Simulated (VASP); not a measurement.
# PbF2 (Fm-3m) in VASP: further runs, part 2 of 2

VASP 6.6.1. Earlier steps stand in the parts before.

**3. Single point, r2SCAN**

This run uses another cell than the first one, of 18.39 Å³/atom.

File POSCAR:

```
PbF2
1.0
    0.0000000000      3.0217857373      3.0217857373
    3.0217857373      0.0000000000      3.0217857373
    3.0217857373      3.0217857373      0.0000000000
Pb F
1 2
Direct
    0.0000000000      0.0000000000      0.0000000000
    0.7500000000      0.7500000000      0.7500000000
    0.2500000000      0.2500000000      0.2500000000
```

File INCAR.step1:

```
ALGO = Normal
EDIFF = 1E-5
ENCUT = 660
GGA = PE
GGA_COMPAT = F
ISMEAR = -1
LASPH = T
LCHARG = F
LREAL = F
LWAVE = T
NBANDS = 21
NELM = 120
PREC = Accurate
SIGMA = 0.05
```

File INCAR.step2:

```
ALGO = Normal
EDIFF = 1E-6
ENCUT = 660
GGA_COMPAT = F
ISIF = 2
ISMEAR = -1
ISTART = 1
LASPH = T
LCHARG = T
LELF = T
LMIXTAU = T
LREAL = F
LVHAR = T
LWAVE = F
METAGGA = R2SCAN
NBANDS = 21
NELM = 120
PREC = Accurate
SIGMA = 0.05
```

File KPOINTS:

```
k-points
0
Gamma
  8 8 8
```

Potentials or basis: VASP PAW PBE potentials, release 64 (Pb_d, F).

The run is started by

```console
$ cat potpaw_PBE.64/Pb_d/POTCAR potpaw_PBE.64/F/POTCAR > POTCAR
$ cp INCAR.step1 INCAR
$ mpirun -np 1 vasp_std > vasp.out
$ cp INCAR.step2 INCAR
$ mpirun -np 1 vasp_std > vasp.out
```

OUTCAR:

```text
EDIFF = 1E-6
   ENCUT = 660
   ISIF = 2
   ISMEAR = -1
   ISTART = 1
   LASPH = T
   LREAL = F
   METAGGA = R2SCAN
   NELM = 120
   PREC = Accurate

 ion  position               nearest neighbor table
   1  0.000  0.000  0.000-   2 2.62   2 2.62   2 2.62   2 2.62   3 2.62   3 2.62   3 2.62   3 2.62

   2  0.750  0.750  0.750-   1 2.62   1 2.62   1 2.62   1 2.62
   3  0.250  0.250  0.250-   1 2.62   1 2.62   1 2.62   1 2.62

  LATTYP: Found a face centered cubic cell.
 ALAT       =     6.0435714746

  Lattice vectors:

 A1 = (   0.0000000000,   3.0217857373,   3.0217857373)
 A2 = (   3.0217857373,   0.0000000000,   3.0217857373)
 A3 = (   3.0217857373,   3.0217857373,   0.0000000000)

Analysis of symmetry for initial positions (statically):
=====================================================================
 Subroutine PRICEL returns:
 Original cell was already a primitive cell.

 Routine SETGRP: Setting up the symmetry group for a
 face centered cubic supercell.

 Subroutine GETGRP returns: Found 48 space group operations
 (whereof 48 operations were pure point group operations)
 out of a pool of 48 trial point group operations.

The static configuration has the point symmetry O_h .

Analysis of symmetry for dynamics (positions and initial velocities):
=====================================================================
 Subroutine PRICEL returns:
 Original cell was already a primitive cell.

 Routine SETGRP: Setting up the symmetry group for a
 face centered cubic supercell.

 Subroutine GETGRP returns: Found 48 space group operations
 (whereof 48 operations were pure point group operations)
 out of a pool of 48 trial point group operations.

The dynamic configuration has the point symmetry O_h .
[... 106 lines left out ...]
   NFREE  =      0    steps in history (QN), initial steepest desc. (CG)
   ISIF   =      2    stress and relaxation
   ISYM   =      2    0-nonsym 1-usesym 2-fastsym
   POTIM  = 0.5000    time-step for ionic-motion
   TEBEG  =    0.0;   TEEND  =   0.0 temperature during run
   PSTRESS=    0.0 pullay stress
   NELECT =      28.0000    total number of electrons
   NUPDOWN=      -1.0000    fix difference up-down
   EMIN   =  10.00;   EMAX   =-10.00  energy-range for DOS
   EFERMI =   0.00;   METHOD = LEGACY
   ISMEAR =    -1;   SIGMA  =   0.05  broadening in eV -4-tet -1-fermi 0-gaus
   EFERMI_NEDOS =   21; number of points for ismear=-14 and -15
   IALGO  =     38    algorithm
   IMIX   =      4    mixing-type and parameters
     AMIX     =   0.40;   BMIX     =  1.00
     AMIX_MAG =   1.60;   BMIX_MAG =  1.00
  volume/ion in A,a.u.               =      18.39       124.14
  Fermi-wavevector in a.u.,A,eV,Ry     =   1.305731  2.467475 23.197041  1.704934
  Thomas-Fermi vector in A             =   2.436581
   LORBIT       =      0    0 simple, 1 ext, 2 COOP (PROOUT), +10 PAW based schemes
   METAGGA = R2SCAN    functional components
   LHFCALC =     F    Hartree Fock is set to
   AEXX    =    0.0000 exact exchange contribution
   IVDW    =     0    specifies the selected vdW correction
   LEPSILON=     F    determine dielectric tensor
   LRPA    =     F    only Hartree local field effects (RPA)
 non-spin polarized calculation
  energy-cutoff  :      660.00
  volume of cell :       55.18
 maximum number of plane-waves:      2148
   NGX = 17   NGY = 17   NGZ = 17

 number of electron      27.9999992 magnetization

 Free energy of the ion-electron system (eV)
  ---------------------------------------------------
  ext. energy  EPLUGINS =         0.00000000
  ---------------------------------------------------
  free energy    TOTEN  =       -70.12838606 eV

  energy without entropy =      -70.12838606  energy(sigma->0) =      -70.12838606

 E-fermi :   1.9175     XC(G=0):  -9.6989

 val. band max:        0.7976152100   @ k =  -0.2500   0.5000   0.2500
 cond. band min:       5.7415607584   @ k =   0.5000   0.5000   0.0000
 fundamental gap:      4.9439455484
 Fermi energy:         1.9174561010

 k-point     1 :       0.0000    0.0000    0.0000
  band No.  band energies     occupation
      1     -21.1097      2.00000
      2     -20.6131      2.00000
      3     -14.0033      2.00000
      4     -14.0033      2.00000
      5     -14.0033      2.00000
      6     -13.9753      2.00000
[... 565 lines left out ...]
     20      17.2200      0.00000
     21      17.7334      0.00000

 [... further k-points ...]
[... 5 lines left out ...]
  --------------------------------------------------------------------------------------
  -------------------------------------------------------------------------------------
  Total       -1.4708756     -1.4708756     -1.4708756     -0.0000000     -0.0000000      0.0000000
  in kB      -42.7037035    -42.7037035    -42.7037035     -0.0000000     -0.0000000      0.0000000
  external PRESSURE =     -42.7037035 kB  Pullay stress =       0.0000000 kB

 VOLUME and BASIS-vectors are now :
 -----------------------------------------------------------------------------
  energy-cutoff  :      660.00
  volume of cell :       55.18
      direct lattice vectors                 reciprocal lattice vectors
     0.000000000  3.021785737  3.021785737    -0.165465074  0.165465074  0.165465074
     3.021785737  0.000000000  3.021785737     0.165465074 -0.165465074  0.165465074
     3.021785737  3.021785737  0.000000000     0.165465074  0.165465074 -0.165465074

 POSITION                                       TOTAL-FORCE (eV/Angst)
 -----------------------------------------------------------------------------------
      0.00000      0.00000      0.00000         0.000000     -0.000000      0.000000
      4.53268      4.53268      4.53268         0.000000      0.000000      0.000000
      1.51089      1.51089      1.51089        -0.000000     -0.000000     -0.000000
 -----------------------------------------------------------------------------------
    total drift:                                0.000000      0.000000      0.000000

  FREE ENERGIE OF THE ION-ELECTRON SYSTEM (eV)
  ---------------------------------------------------
  free  energy   TOTEN  =       -70.1283860629 eV

  energy  without entropy=      -70.1283860628  energy(sigma->0) =      -70.12838606
```

OUTCAR.step1:

```text
EDIFF = 1E-5
   ENCUT = 660
   GGA = PE
   ISMEAR = -1
   LASPH = T
[... 800 lines left out ...]
      0.00000      0.00000      0.00000         0.000000      0.000000     -0.000000
      4.53268      4.53268      4.53268        -0.000000      0.000000     -0.000000
      1.51089      1.51089      1.51089        -0.000000     -0.000000      0.000000
 -----------------------------------------------------------------------------------
    total drift:                                0.000000      0.000000      0.000000

  FREE ENERGIE OF THE ION-ELECTRON SYSTEM (eV)
  ---------------------------------------------------
  free  energy   TOTEN  =       -14.3524478033 eV

  energy  without entropy=      -14.3524478032  energy(sigma->0) =      -14.35244780
```

Wall time 2.7 min (1 thread of Oxide Virtual Turin-like, shared host); peak memory 0.2 GiB.

What came out:

| Property | Result |
| --- | --- |
| Free energy | -70.1284 eV |
| Pressure | -4.3 GPa |
| Band gap on the k mesh | 4.94 eV (least direct gap 5.08 eV) |

Caveat: the cell stands under tension; the PAW data sets were made with another functional, which shifts forces and pressure a little; spin-orbit coupling is left out, which moves the levels of the heavy elements. A k mesh can miss the band edges.

**4. Single point, r2SCANh**

This run uses another cell than the first one, of 17.35 Å³/atom.

File POSCAR:

```
PbF2
1.0
    0.0000000000      2.9636600000      2.9636600000
    2.9636600000      0.0000000000      2.9636600000
    2.9636600000      2.9636600000      0.0000000000
Pb F
1 2
Direct
    0.0000000000      0.0000000000      0.0000000000
    0.7500000000      0.7500000000      0.7500000000
    0.2500000000      0.2500000000      0.2500000000
```

File INCAR.step1:

```
  PREC = Accurate
  ENCUT = 580
  EDIFF = 1E-5
  ISMEAR = -1
  SIGMA = 0.05
  LREAL = F
  LASPH = T
  NELM = 120
  ALGO = Normal
  ISIF = 2
  LWAVE = T
  LCHARG = F
  NBANDS = 21
  GGA = PE
  GGA_COMPAT = F
```

File INCAR.step2:

```
  PREC = Accurate
  ENCUT = 580
  EDIFF = 1E-6
  ISMEAR = -1
  SIGMA = 0.05
  LREAL = F
  LASPH = T
  NELM = 120
  ALGO = Normal
  ISIF = 2
  LWAVE = F
  LCHARG = F
  METAGGA = R2SCAN
  LHFCALC = T
  AEXX = 0.1
  LMIXTAU = T
  PRECFOCK = Normal
  NBANDS = 21
  ISTART = 1
  GGA_COMPAT = F
```

File KPOINTS:

```
Automatic mesh
0
Gamma
  4 4 4
```

Potentials or basis: VASP PAW PBE potentials, release 64 (Pb_d, F).

The run is started by

```console
$ cat potpaw_PBE.64/Pb_d/POTCAR potpaw_PBE.64/F/POTCAR > POTCAR
$ cp INCAR.step1 INCAR
$ mpirun -np 1 vasp_std > vasp.out
$ cp INCAR.step2 INCAR
$ mpirun -np 1 vasp_std > vasp.out
```

OUTCAR:

```text
PREC = Accurate
   ENCUT = 580
   EDIFF = 1E-6
   ISMEAR = -1
   LREAL = F
   LASPH = T
   NELM = 120
   ISIF = 2
   METAGGA = R2SCAN
   LHFCALC = T
   AEXX = 0.1
   PRECFOCK = Normal
   ISTART = 1

 ion  position               nearest neighbor table
   1  0.000  0.000  0.000-   2 2.57   2 2.57   2 2.57   3 2.57   3 2.57   3 2.57   3 2.57   2 2.57

   2  0.750  0.750  0.750-   1 2.57   1 2.57   1 2.57   1 2.57
   3  0.250  0.250  0.250-   1 2.57   1 2.57   1 2.57   1 2.57

  LATTYP: Found a face centered cubic cell.
 ALAT       =     5.9273200000

  Lattice vectors:

 A1 = (   0.0000000000,   2.9636600000,   2.9636600000)
 A2 = (   2.9636600000,   0.0000000000,   2.9636600000)
 A3 = (   2.9636600000,   2.9636600000,   0.0000000000)

Analysis of symmetry for initial positions (statically):
=====================================================================
 Subroutine PRICEL returns:
 Original cell was already a primitive cell.

 Routine SETGRP: Setting up the symmetry group for a
 face centered cubic supercell.

 Subroutine GETGRP returns: Found 48 space group operations
 (whereof 48 operations were pure point group operations)
 out of a pool of 48 trial point group operations.

The static configuration has the point symmetry O_h .

Analysis of symmetry for dynamics (positions and initial velocities):
=====================================================================
 Subroutine PRICEL returns:
 Original cell was already a primitive cell.

 Routine SETGRP: Setting up the symmetry group for a
 face centered cubic supercell.

 Subroutine GETGRP returns: Found 48 space group operations
 (whereof 48 operations were pure point group operations)
 out of a pool of 48 trial point group operations.

[... 106 lines left out ...]
  volume/ion in A,a.u.               =      17.35       117.11
  Fermi-wavevector in a.u.,A,eV,Ry     =   1.331340  2.515869 24.115883  1.772467
  Thomas-Fermi vector in A             =   2.460359
   LORBIT       =      0    0 simple, 1 ext, 2 COOP (PROOUT), +10 PAW based schemes
   METAGGA = R2SCAN    functional components
   LHFCALC =     T    Hartree Fock is set to
   PRECFOCK=normal    Normal, Fast or Accurate (Low or Medium for compatibility)
   ENCUT4O =  -1.0   cutoff for four orbital integrals eV
   NKREDX  =     1    reduce k-point grid by
   NKREDY  =     1    reduce k-point grid by
   NKREDZ  =     1    reduce k-point grid by
   AEXX    =    0.1000 exact exchange contribution
   HFSCREEN=    0.0000 screening length (either q_TF or 0.3 A-1)
   HFSCREENC=   0.0000 screening length for correlation (either q_TF or 0.3 A-1)
   ENCUTFOCK=  -1.0 apply spherical cutoff to Coloumb kernel
   IVDW    =     0    specifies the selected vdW correction
   LEPSILON=     F    determine dielectric tensor
   LRPA    =     F    only Hartree local field effects (RPA)
 non-spin polarized calculation
  energy-cutoff  :      580.00
  volume of cell :       52.06
 maximum number of plane-waves:      1676
 NGX is ok and might be reduce to    36
  NGX = 28; NGY = 28; NGZ = 28

 number of electron      28.0000008 magnetization

 Free energy of the ion-electron system (eV)
  ---------------------------------------------------
  ext. energy  EPLUGINS =         0.00000000
  ---------------------------------------------------
  free energy    TOTEN  =       -66.62818784 eV

  energy without entropy =      -66.62818784  energy(sigma->0) =      -66.62818784

 E-fermi :   2.1726     XC(G=0):  -9.1200

 val. band max:        1.0165705633   @ k =  -0.2500   0.5000   0.2500
 cond. band min:       6.7062393523   @ k =   0.5000   0.5000   0.0000
 fundamental gap:      5.6896687890
 Fermi energy:         2.1725672812

 k-point     1 :       0.0000    0.0000    0.0000
  band No.  band energies     occupation
      1     -22.0840      2.00000
      2     -21.4844      2.00000
      3     -14.2650      2.00000
      4     -14.2650      2.00000
      5     -14.2650      2.00000
      6     -14.2034      2.00000
[... 181 lines left out ...]
     20      18.9800      0.00000
     21      18.9800      0.00000

------------------------ aborting loop because EDIFF is reached ----------------------------------------

  FORCE on cell =-STRESS in cart. coord.  units (eV):
  Direction    XX          YY          ZZ          XY          YZ          ZX
  --------------------------------------------------------------------------------------
  -------------------------------------------------------------------------------------
  Total       -0.2186693     -0.2186693     -0.2186693     -0.0000000     -0.0000000      0.0000000
  in kB       -6.7295063     -6.7295063     -6.7295063     -0.0000000     -0.0000000      0.0000000
  external PRESSURE =      -6.7295063 kB  Pullay stress =       0.0000000 kB

 VOLUME and BASIS-vectors are now :
 -----------------------------------------------------------------------------
  energy-cutoff  :      580.00
  volume of cell :       52.06
      direct lattice vectors                 reciprocal lattice vectors
     0.000000000  2.963660000  2.963660000    -0.168710311  0.168710311  0.168710311
     2.963660000  0.000000000  2.963660000     0.168710311 -0.168710311  0.168710311
     2.963660000  2.963660000  0.000000000     0.168710311  0.168710311 -0.168710311

 POSITION                                       TOTAL-FORCE (eV/Angst)
 -----------------------------------------------------------------------------------
      0.00000      0.00000      0.00000        -0.000000      0.000000      0.000000
      4.44549      4.44549      4.44549        -0.000000     -0.000000      0.000000
      1.48183      1.48183      1.48183         0.000000      0.000000     -0.000000
 -----------------------------------------------------------------------------------
    total drift:                               -0.000004      0.000001     -0.000003

  FREE ENERGIE OF THE ION-ELECTRON SYSTEM (eV)
  ---------------------------------------------------
  free  energy   TOTEN  =       -66.6281878430 eV

  energy  without entropy=      -66.6281878430  energy(sigma->0) =      -66.62818784
```

OUTCAR.step1:

```text
PREC = Accurate
   ENCUT = 580
   EDIFF = 1E-5
   ISMEAR = -1
   LREAL = F
   LASPH = T
[... 398 lines left out ...]
      0.00000      0.00000      0.00000         0.000000     -0.000000     -0.000000
      4.44549      4.44549      4.44549        -0.000000     -0.000000      0.000000
      1.48183      1.48183      1.48183         0.000000      0.000000      0.000000
 -----------------------------------------------------------------------------------
    total drift:                                0.000000      0.000000      0.000000

  FREE ENERGIE OF THE ION-ELECTRON SYSTEM (eV)
  ---------------------------------------------------
  free  energy   TOTEN  =       -14.3360244240 eV

  energy  without entropy=      -14.3360244240  energy(sigma->0) =      -14.33602442
```

It took 42 min on 1 thread of Oxide Virtual Turin-like, shared host; peak memory 0.2 GiB.

Results:

- Free energy: -66.6282 eV
- Pressure: -0.7 GPa
- Band gap on the k mesh: 5.69 eV (least direct gap 5.83 eV)

Caveat: the k points lie up to 0.46 Å⁻¹ apart; the PAW data sets were made with another functional, which shifts forces and pressure a little; spin-orbit coupling is left out, which moves the levels of the heavy elements.

**5. The runs side by side**

```csv
level,cell,k mesh,cutoff (eV),grid for exact exchange (PRECFOCK),share of exact exchange,gap on the mesh (eV),pressure (GPa)
r2SCAN,"a = 4.246 Å, angles 60.0°, 3 atoms",8 × 8 × 8,660,-,-,4.94,-3.1
r2SCAN,"a = 4.273 Å, angles 60.0°, 3 atoms",8 × 8 × 8,660,-,-,4.94,-4.3
r2SCANh,"a = 4.191 Å, angles 60.0°, 3 atoms",4 × 4 × 4,580,Normal,0.1,5.69,-0.7
```

Alike in all rows: task single point; potentials or basis VASP PAW PBE potentials, release 64 (Pb_d, F); no spin polarisation; smearing fermi-dirac 0.05 eV.

Caveats: some runs use coarse meshes; the PAW data sets were made with another functional, which shifts forces and pressure a little; spin-orbit coupling is left out, which moves the levels of the heavy elements; the cell stands under tension (at least some runs).

Total energies depend on the potentials used, so only differences within one code and one set of settings carry meaning.
